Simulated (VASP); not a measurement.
# Si2Ni (Fd-3m) in VASP: a series of runs

Si2Ni is run at these levels: PBE; tasks: single point, relaxation of cell and atoms.

Program: VASP 6.6.1. These are calculated values, not measurements. Logs are shortened: lines on timing, memory, paths and dates and some standing lists are left out, and cuts for length are marked.

**1. The cell of the first run**

It takes space group Fd-3m (No. 227, cubic). Conventional cell: a = 9.659 Å, b = 9.659 Å, c = 9.659 Å, α = 90.00°, β = 90.00°, γ = 90.00°. Si (site symmetry -3m) has 2 Ni at 2.09 Å within 2.8 Å. Si (site symmetry -3m) has 2 Ni at 2.09 Å within 2.8 Å. Ni (site symmetry -43m) has 4 Si at 2.09 Å within 2.8 Å.

**2. Single point, PBE**

INCAR

```
PREC = Accurate ; ENCUT = 520
EDIFF = 1E-6 ; ISMEAR = 0
SIGMA = 0.1 ; LREAL = F
LASPH = T ; NELM = 100
ALGO = Normal ; ISIF = 2
LWAVE = F ; LCHARG = F
GGA = PE ; NBANDS = 48
```

KPOINTS

```
regular mesh
0
Gamma
  3 3 3
```

POSCAR

```
Si2Ni
1.0
    0.0000000000     -4.8295562950     -4.8295562950
   -4.8295562950      0.0000000000     -4.8295562950
    4.8295562950      4.8295562950     -9.6591125900
Si Ni
8 4
Direct
    0.8125000000      0.8125000000      0.0625000000
    0.3125000000      0.3125000000      0.5625000000
    0.5625000000      0.5625000000      0.3125000000
    0.0625000000      0.0625000000      0.8125000000
    0.8125000000      0.3125000000      0.0625000000
    0.3125000000      0.8125000000      0.5625000000
    0.3125000000      0.8125000000      0.0625000000
    0.8125000000      0.3125000000      0.5625000000
    0.6250000000      0.6250000000      0.1250000000
    0.1250000000      0.1250000000      0.6250000000
    0.5000000000      0.5000000000      0.5000000000
    1.0000000000      0.0000000000      0.0000000000
```

Potentials or basis: VASP PAW PBE potentials, release 64 (Si, Ni).

Launch:

```sh
> cat potpaw_PBE.64/Si/POTCAR potpaw_PBE.64/Ni/POTCAR > POTCAR
> mpirun -np 1 vasp_std > vasp.out
```

OUTCAR:

```text
PREC = Accurate
   ENCUT = 520
   EDIFF = 1E-6
   ISMEAR = 0
   LREAL = F
   LASPH = T
   NELM = 100
   ISIF = 2
   GGA = PE

 ion  position               nearest neighbor table
   1  0.812  0.812  0.062-   9 2.09  12 2.09
   2  0.312  0.312  0.562-  10 2.09  11 2.09
   3  0.562  0.562  0.312-   9 2.09  11 2.09
   4  0.062  0.062  0.812-  10 2.09  12 2.09
   5  0.812  0.312  0.062-   9 2.09  12 2.09
   6  0.312  0.812  0.562-  10 2.09  11 2.09
   7  0.312  0.812  0.062-   9 2.09  12 2.09
   8  0.812  0.312  0.562-  10 2.09  11 2.09
   9  0.625  0.625  0.125-   1 2.09   3 2.09   5 2.09   7 2.09
  10  0.125  0.125  0.625-   2 2.09   4 2.09   6 2.09   8 2.09
  11  0.500  0.500  0.500-   2 2.09   3 2.09   6 2.09   8 2.09
  12  0.000  0.000  0.000-   1 2.09   4 2.09   5 2.09   7 2.09

  LATTYP: Found a trigonal (rhomboedric) cell.
 ALAT       =    11.8299486068
 COS(alpha) =     0.8333333333

  Lattice vectors:

 A1 = (   4.8295562950,   9.6591125900,  -4.8295562950)
 A2 = (   9.6591125900,   4.8295562950,  -4.8295562950)
 A3 = (   4.8295562950,   4.8295562950,  -9.6591125900)

Analysis of symmetry for initial positions (statically):
=====================================================================
 Subroutine PRICEL returns following result:

  LATTYP: Found a face centered cubic cell.
 ALAT       =     9.6591125900

  Lattice vectors:

 A1 = (   0.0000000000,  -4.8295562950,   4.8295562950)
 A2 = (   4.8295562950,  -4.8295562950,   0.0000000000)
 A3 = (   4.8295562950,   0.0000000000,   4.8295562950)

   2 primitive cells build up your supercell.

 Routine SETGRP: Setting up the symmetry group for a
 trigonal (rhombohedral) supercell.

 Subroutine GETGRP returns: Found 12 space group operations
 (whereof  6 operations were pure point group operations)
 out of a pool of 12 trial point group operations.

The static configuration has the point symmetry C_3v.
 The point group associated with its full space group is D_3d.

Analysis of symmetry for dynamics (positions and initial velocities):
=====================================================================
 Subroutine PRICEL returns following result:

  LATTYP: Found a face centered cubic cell.
 ALAT       =     9.6591125900

  Lattice vectors:

[... 110 lines left out ...]
   ISYM   =      2    0-nonsym 1-usesym 2-fastsym
   POTIM  = 0.5000    time-step for ionic-motion
   TEBEG  =    0.0;   TEEND  =   0.0 temperature during run
   PSTRESS=    0.0 pullay stress
   NELECT =      72.0000    total number of electrons
   NUPDOWN=      -1.0000    fix difference up-down
   EMIN   =  10.00;   EMAX   =-10.00  energy-range for DOS
   EFERMI =   0.00;   METHOD = LEGACY
   ISMEAR =     0;   SIGMA  =   0.10  broadening in eV -4-tet -1-fermi 0-gaus
   EFERMI_NEDOS =   21; number of points for ismear=-14 and -15
   IALGO  =     38    algorithm
   IMIX   =      4    mixing-type and parameters
     AMIX     =   0.40;   BMIX     =  1.00
     AMIX_MAG =   1.60;   BMIX_MAG =  1.00
  volume/ion in A,a.u.               =      37.55       253.39
  Fermi-wavevector in a.u.,A,eV,Ry     =   0.888366  1.678768 10.737630  0.789194
  Thomas-Fermi vector in A             =   2.009786
   LORBIT       =      0    0 simple, 1 ext, 2 COOP (PROOUT), +10 PAW based schemes
   GGA     = PE    functional components
   LHFCALC =     F    Hartree Fock is set to
   AEXX    =    0.0000 exact exchange contribution
   IVDW    =     0    specifies the selected vdW correction
   LEPSILON=     F    determine dielectric tensor
   LRPA    =     F    only Hartree local field effects (RPA)
 non-spin polarized calculation
 Gauss-broadening in eV      SIGMA  =   0.10
  energy-cutoff  :      520.00
  volume of cell :      450.59
 maximum number of plane-waves:     12189
 NGX is ok and might be reduce to    54

 number of electron      71.9999994 magnetization

 Free energy of the ion-electron system (eV)
  ---------------------------------------------------
  ext. energy  EPLUGINS =         0.00000000
  ---------------------------------------------------
  free energy    TOTEN  =       -57.51729385 eV

  energy without entropy =      -57.51729385  energy(sigma->0) =      -57.51729385

 E-fermi :   0.7906     XC(G=0):  -6.3399

 val. band max:        0.3280212870   @ k =   0.0000   0.0000   0.0000
 cond. band min:       1.3636246589   @ k =   0.3333   0.0000   0.0000
 fundamental gap:      1.0356033720
 Fermi energy:         0.7905841545

 k-point     1 :       0.0000    0.0000    0.0000
  band No.  band energies     occupation
      1      -8.5015      2.00000
      2      -8.0954      2.00000
      3      -7.0814      2.00000
      4      -6.0931      2.00000
      5      -6.0931      2.00000
      6      -6.0802      2.00000
[... 295 lines left out ...]
     47       2.9573      0.00000
     48       3.4283      0.00000

------------------------ aborting loop because EDIFF is reached ----------------------------------------

  FORCE on cell =-STRESS in cart. coord.  units (eV):
  Direction    XX          YY          ZZ          XY          YZ          ZX
  --------------------------------------------------------------------------------------
  -------------------------------------------------------------------------------------
  Total        0.0363840      0.0363840      0.0363840     -0.0538668      0.0538668      0.0538668
  in kB        0.1293717      0.1293717      0.1293717     -0.1915358      0.1915358      0.1915358
  external PRESSURE =       0.1293717 kB  Pullay stress =       0.0000000 kB

 VOLUME and BASIS-vectors are now :
 -----------------------------------------------------------------------------
  energy-cutoff  :      520.00
  volume of cell :      450.59
      direct lattice vectors                 reciprocal lattice vectors
     0.000000000 -4.829556295 -4.829556295     0.051764590 -0.155293769 -0.051764590
    -4.829556295  0.000000000 -4.829556295    -0.155293769  0.051764590 -0.051764590
     4.829556295  4.829556295 -9.659112590     0.051764590  0.051764590 -0.051764590

 POSITION                                       TOTAL-FORCE (eV/Angst)
 -----------------------------------------------------------------------------------
     -3.62217     -3.62217     -8.45172        -0.000000     -0.000000      0.000000
      1.20739      1.20739     -8.45172        -0.000000     -0.000000      0.000000
     -1.20739     -1.20739     -8.45172        -0.000000     -0.000000      0.000000
      3.62217      3.62217     -8.45172        -0.000000     -0.000000      0.000000
     -1.20739     -3.62217     -6.03695        -0.000000     -0.000000      0.000000
     -1.20739      1.20739    -10.86650        -0.000000     -0.000000      0.000000
     -3.62217     -1.20739     -6.03695        -0.000000     -0.000000      0.000000
      1.20739     -1.20739    -10.86650        -0.000000     -0.000000      0.000000
     -2.41478     -2.41478     -7.24433         0.000839      0.000839     -0.000839
      2.41478      2.41478     -7.24433         0.000839      0.000839     -0.000839
      0.00000      0.00000     -9.65911        -0.000839     -0.000839      0.000839
      0.00000      0.00000      0.00000        -0.000839     -0.000839      0.000839
 -----------------------------------------------------------------------------------
    total drift:                               -0.000019     -0.000019      0.000016

  FREE ENERGIE OF THE ION-ELECTRON SYSTEM (eV)
  ---------------------------------------------------
  free  energy   TOTEN  =       -57.5172938491 eV

  energy  without entropy=      -57.5172938491  energy(sigma->0) =      -57.51729385
```

It took 2.2 min on 1 thread of Intel Xeon 6975P-C (Granite Rapids), shared host; peak memory 0.55 GiB.

What came out:

```
Free energy            : -57.5173 eV
Pressure               : 0.0 GPa
Band gap on the k mesh : 1.04 eV
```

Caveat: an odd mesh through Γ misses points on the zone boundary, where band edges can lie.

**3. Single point, PBE, collinear spin, ferromagnetic start**

This run uses another cell than the first one: it holds 6 atoms, not 12.

INCAR

```
SYSTEM = Si2Ni
PREC     = Accurate       ! precision mode
ENCUT    = 520            ! plane-wave cutoff, eV
EDIFF    = 1E-7           ! SCF threshold, eV
ISMEAR   = 0              ! smearing method
SIGMA    = 0.1            ! smearing width, eV
LREAL    = .False.        ! projectors in reciprocal space
LASPH    = .True.         ! aspherical terms in the spheres
NELM     = 150            ! most SCF steps
ALGO     = Normal         ! electronic algorithm
ISIF     = 2              ! what is computed and relaxed
LWAVE    = .False.        ! write WAVECAR
LCHARG   = .False.        ! write CHGCAR
ISPIN    = 2              ! spin polarisation
MAGMOM   = 0 0 0 0 2 2    ! initial moments
LORBIT   = 11             ! projections on sites
LMAXMIX  = 4              ! l up to which the mixer works
GGA      = PE             ! functional
NBANDS   = 31             ! bands
```

KPOINTS

```
Automatic mesh
0
Gamma
  4 4 4
  0 0 0
```

POSCAR

```
Si2Ni
1.0
    0.0000000000      4.8282436095      4.8282436095
    4.8282436095      0.0000000000      4.8282436095
    4.8282436095      4.8282436095      0.0000000000
Si Ni
4 2
Direct
    0.6250000000      0.6250000000      0.6250000000
    0.6250000000      0.6250000000      0.1250000000
    0.6250000000      0.1250000000      0.6250000000
    0.1250000000      0.6250000000      0.6250000000
    0.7500000000      0.7500000000      0.7500000000
    0.5000000000      0.5000000000      0.5000000000
```

Potentials or basis: VASP PAW PBE potentials, release 64 (Si, Ni).

Launch:

```sh
> cat potpaw_PBE.64/Si/POTCAR potpaw_PBE.64/Ni/POTCAR > POTCAR
> mpirun -np 1 vasp_std > vasp.out
```

OUTCAR:

```text
SYSTEM = Si2Ni
   PREC = Accurate
   ENCUT = 520
   EDIFF = 1E-7
   ISMEAR = 0
   LREAL = .False.
   LASPH = .True.
   NELM = 150
   ISIF = 2
   ISPIN = 2
   LORBIT = 11
   GGA = PE

 ion  position               nearest neighbor table
   1  0.625  0.625  0.625-   5 2.09   6 2.09
   2  0.625  0.625  0.125-   5 2.09   6 2.09
   3  0.625  0.125  0.625-   5 2.09   6 2.09
   4  0.125  0.625  0.625-   5 2.09   6 2.09
   5  0.750  0.750  0.750-   1 2.09   2 2.09   3 2.09   4 2.09
   6  0.500  0.500  0.500-   1 2.09   2 2.09   3 2.09   4 2.09

  LATTYP: Found a face centered cubic cell.
 ALAT       =     9.6564872190

  Lattice vectors:

 A1 = (   0.0000000000,   4.8282436095,   4.8282436095)
 A2 = (   4.8282436095,   0.0000000000,   4.8282436095)
 A3 = (   4.8282436095,   4.8282436095,   0.0000000000)

Analysis of symmetry for initial positions (statically):
=====================================================================
 Subroutine PRICEL returns:
 Original cell was already a primitive cell.

 Routine SETGRP: Setting up the symmetry group for a
 face centered cubic supercell.

 Subroutine GETGRP returns: Found 48 space group operations
 (whereof 24 operations were pure point group operations)
 out of a pool of 48 trial point group operations.

The static configuration has the point symmetry T_d .
 The point group associated with its full space group is O_h .

Analysis of symmetry for dynamics (positions and initial velocities):
=====================================================================
 Subroutine PRICEL returns:
 Original cell was already a primitive cell.

 Routine SETGRP: Setting up the symmetry group for a
 face centered cubic supercell.

 Subroutine GETGRP returns: Found 48 space group operations
 (whereof 24 operations were pure point group operations)
 out of a pool of 48 trial point group operations.

The dynamic configuration has the point symmetry T_d .
[... 162 lines left out ...]
 Fermi energy:         0.7875693019

 spin component 1

 k-point     1 :       0.0000    0.0000    0.0000
  band No.  band energies     occupation
      1      -8.4996      1.00000
      2      -6.0697      1.00000
      3      -6.0697      1.00000
      4      -6.0697      1.00000
      5      -4.2183      1.00000
      6      -2.9784      1.00000
[... 253 lines left out ...]
     29       6.6739      0.00000
     30       6.6739      0.00000
 Fermi energy:         0.7875693019

 spin component 2

 k-point     1 :       0.0000    0.0000    0.0000
  band No.  band energies     occupation
      1      -8.4996      1.00000
      2      -6.0697      1.00000
      3      -6.0697      1.00000
      4      -6.0697      1.00000
      5      -4.2183      1.00000
      6      -2.9783      1.00000
[... 253 lines left out ...]
     29       6.6739      0.00000
     30       6.6739      0.00000
 [bands above 30 left out]

------------------------ aborting loop because EDIFF is reached ----------------------------------------

  FORCE on cell =-STRESS in cart. coord.  units (eV):
  Direction    XX          YY          ZZ          XY          YZ          ZX
  --------------------------------------------------------------------------------------
  -------------------------------------------------------------------------------------
  Total        0.0381168      0.0381168      0.0381168      0.0000000      0.0000000      0.0000000
  in kB        0.2712871      0.2712871      0.2712871      0.0000000      0.0000000      0.0000000
  external PRESSURE =       0.2712871 kB  Pullay stress =       0.0000000 kB

 VOLUME and BASIS-vectors are now :
 -----------------------------------------------------------------------------
  energy-cutoff  :      520.00
  volume of cell :      225.11
      direct lattice vectors                 reciprocal lattice vectors
     0.000000000  4.828243610  4.828243610    -0.103557327  0.103557327  0.103557327
     4.828243610  0.000000000  4.828243610     0.103557327 -0.103557327  0.103557327
     4.828243610  4.828243610  0.000000000     0.103557327  0.103557327 -0.103557327

 POSITION                                       TOTAL-FORCE (eV/Angst)
 -----------------------------------------------------------------------------------
      6.03530      6.03530      6.03530        -0.000000     -0.000000     -0.000000
      3.62118      3.62118      6.03530        -0.000000     -0.000000     -0.000000
      3.62118      6.03530      3.62118        -0.000000     -0.000000     -0.000000
      6.03530      3.62118      3.62118        -0.000000     -0.000000     -0.000000
      7.24237      7.24237      7.24237         0.000000      0.000000      0.000000
      4.82824      4.82824      4.82824        -0.000000     -0.000000     -0.000000
 -----------------------------------------------------------------------------------
    total drift:                                0.000000      0.000000      0.000000

  FREE ENERGIE OF THE ION-ELECTRON SYSTEM (eV)
  ---------------------------------------------------
  free  energy   TOTEN  =       -28.7360485103 eV

  energy  without entropy=      -28.7360485102  energy(sigma->0) =      -28.73604851

 total charge

# of ion       s       p       d       tot
------------------------------------------
    1        0.867   0.726   0.000   1.592
    2        0.867   0.726   0.000   1.592
    3        0.867   0.726   0.000   1.592
    4        0.867   0.726   0.000   1.592
    5        0.626   0.824   8.392   9.842
    6        0.626   0.824   8.392   9.842
--------------------------------------------------
tot          4.720   4.550  16.784  26.054

 magnetization (x)

# of ion       s       p       d       tot
------------------------------------------
    1        0.000   0.000   0.000   0.000
    2        0.000   0.000   0.000   0.000
    3        0.000   0.000   0.000   0.000
    4        0.000   0.000   0.000   0.000
    5        0.000   0.000  -0.000  -0.000
    6        0.000   0.000  -0.000  -0.000
--------------------------------------------------
tot          0.000   0.000  -0.000  -0.000
```

stdout:

```text
POSCAR found type information on POSCAR SiNi
 POSCAR found :  2 types and       6 ions
 scaLAPACK will be used
 LDA part: xc-table for (Slater+PW92), standard interpolation
 POSCAR, INCAR and KPOINTS ok, starting setup
 FFT: planning ... GRIDC
 FFT: planning ... GRID_SOFT
 FFT: planning ... GRID
 WAVECAR not read
 entering main loop
```

Wall time 1.9 min (1 thread of Intel Xeon 6975P-C (Granite Rapids), shared host); peak memory 0.54 GiB.

Results:

```
Free energy                                           : -28.7360 eV
Pressure                                              : 0.0 GPa
Band gap on the k mesh                                : 1.14 eV (least direct gap 1.40 eV)
Net moment                                            : 0.00 μB per cell
Valence electrons inside the program's atomic spheres : Si 1.59; Ni 9.84
```

Levels at points of the mesh, in eV from the valence-band top:
Spin up:
```csv
k point,band 14,band 15,band 16,band 17,band 18,band 19,band 20,band 21,band 22,band 23
"(0.00, 0.00, 0.00)",-2.14,-2.14,-1.69,-1.69,-1.69,1.26,1.26,3.27,3.31,3.31
"(0.50, 0.00, 0.00)",-2.35,-2.35,-0.99,-0.99,-0.01,1.54,1.68,1.68,1.68,1.68
"(0.50, 0.50, 0.00)",-2.72,-1.60,-1.60,0.00,0.00,1.51,1.51,1.62,1.62,1.96
```
Spin down:
| k point | band 14 | band 15 | band 16 | band 17 | band 18 | band 19 | band 20 | band 21 | band 22 | band 23 |
| --- | --- | --- | --- | --- | --- | --- | --- | --- | --- | --- |
| (0.00, 0.00, 0.00) | -2.14 | -2.14 | -1.69 | -1.69 | -1.69 | 1.26 | 1.26 | 3.27 | 3.31 | 3.31 |
| (0.50, 0.00, 0.00) | -2.35 | -2.35 | -0.99 | -0.99 | -0.01 | 1.54 | 1.68 | 1.68 | 1.68 | 1.68 |
| (0.50, 0.50, 0.00) | -2.72 | -1.60 | -1.60 | 0.00 | 0.00 | 1.51 | 1.51 | 1.62 | 1.62 | 1.96 |

(Continued in part 2 of 2.)
